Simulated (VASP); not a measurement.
**CdS: single point with RPBE**

Crystal: CdS.

```xyz
2
Lattice="4.2612 0.0000 0.0000 -2.1306 3.6903 0.0000 0.0000 0.0000 5.8042" Properties=species:S:1:pos:R:3 pbc="T T T"
Cd    0.0000    0.0000    2.5695
S     2.1306    1.2301    2.5208
```

| Item | Value |
| --- | --- |
| Program | VASP 6.6.1 |
| Task | single point |
| Functional | RPBE |
| Potentials or basis | VASP PAW PBE potentials, release 64 (Cd_sv_GW, S) |
| Cutoff | 630 eV |
| k mesh | 7 × 7 × 5 |
| Occupations | fermi-dirac, width 0.05 eV |
| Spin | no spin polarisation |

```
Pressure               : 0.6 GPa
Largest force          : 0.003 eV/Å
Band gap on the k mesh : 1.58 eV
```

Forces on the atoms (eV/Å):
```
Cd   0.000  0.000  0.003
S    0.000  0.000 -0.003
```

Stress tensor (GPa, compression positive):
```
 0.94  0.00  0.00
 0.00  0.94  0.00
 0.00  0.00 -0.04
```

Levels at points of the mesh, in eV from the valence-band top:
| k point | band 11 | band 12 | band 13 | band 14 | band 15 | band 16 |
| --- | --- | --- | --- | --- | --- | --- |
| (0.00, 0.00, 0.00) | -1.05 | 0.00 | 0.00 | 1.58 | 5.53 | 7.00 |

Wall time 56 s on 1 thread of AMD EPYC 7R13 Processor (Zen 3), on a shared host, peak memory 0.26 GiB.

Caveat: the PAW data sets were made with another functional, which shifts forces and pressure a little. A k mesh can miss the band edges.
